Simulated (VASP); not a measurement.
# TiAl2: single point with r2SCAN

The system is TiAl2.

```
CELL_PARAMETERS angstrom
1.77794 -5.49532 0.00000
1.77794 5.49532 0.00000
0.00000 0.00000 3.60457
ATOMIC_POSITIONS crystal
Ti 0.65771 0.34229 0.00000
Ti 0.34229 0.65771 0.00000
Al 0.00000 0.00000 0.00000
Al 0.83001 0.16999 0.50000
Al 0.16999 0.83001 0.50000
Al 0.50000 0.50000 0.50000
```

```json
{
 "Program": "VASP 6.6.1",
 "Task": "single point",
 "Functional": "r2SCAN",
 "Potentials or basis": "VASP PAW PBE potentials, release 64 (Ti_sv, Al)",
 "Cutoff": "520 eV",
 "k mesh": "10 × 10 × 10",
 "Occupations": "gaussian, width 0.1 eV",
 "Spin": "no spin polarisation"
}
```

```json
{
 "Pressure": "60.2 GPa",
 "Largest force": "0.018 eV/Å",
 "Band gap on the k mesh": "zero (bands 18 and 19 overlap by 2.39 eV)"
}
```

Forces in eV/Å, atoms in the order of the input:
```
Ti   0.000 -0.002  0.000
Ti   0.000  0.002  0.000
Al   0.000  0.000  0.000
Al   0.000 -0.018  0.000
Al   0.000  0.018  0.000
Al   0.000  0.000  0.000
```

Stress tensor (GPa, compression positive):
```
60.21  0.00  0.00
 0.00 60.20  0.00
 0.00  0.00 60.11
```

Levels at points of the mesh, in eV from the Fermi level:
| k point | band 14 | band 15 | band 16 | band 17 | band 18 | band 19 | band 20 | band 21 | band 22 | band 23 |
| --- | --- | --- | --- | --- | --- | --- | --- | --- | --- | --- |
| (0.00, 0.00, 0.00) | -2.36 | -2.02 | -0.84 | -0.72 | -0.58 | 0.38 | 0.71 | 1.25 | 1.36 | 1.48 |
| (0.50, 0.00, 0.00) | -2.27 | -2.25 | -1.77 | -1.41 | -0.25 | 1.09 | 1.47 | 2.00 | 2.34 | 2.75 |
| (0.50, 0.50, 0.00) | -2.47 | -2.34 | -1.44 | -0.77 | -0.42 | 0.15 | 1.41 | 1.57 | 1.72 | 1.78 |
| (0.00, 0.00, 0.50) | -2.80 | -2.13 | -1.25 | -0.15 | -0.04 | 1.19 | 1.58 | 1.69 | 1.72 | 2.00 |
| (0.50, 0.00, 0.50) | -4.40 | -2.79 | -2.04 | -1.92 | -1.44 | -0.65 | 1.89 | 2.09 | 2.16 | 2.53 |
| (0.50, 0.50, 0.50) | -3.00 | -2.70 | -1.23 | 0.04 | 1.53 | 1.68 | 1.83 | 2.16 | 2.49 | 2.50 |

It took 23 min on 1 thread of Oxide Virtual Turin-like Processor (shared host), peak memory 0.43 GiB.

Caveat: the cell stands under pressure; the PAW data sets were made with another functional, which shifts forces and pressure a little.
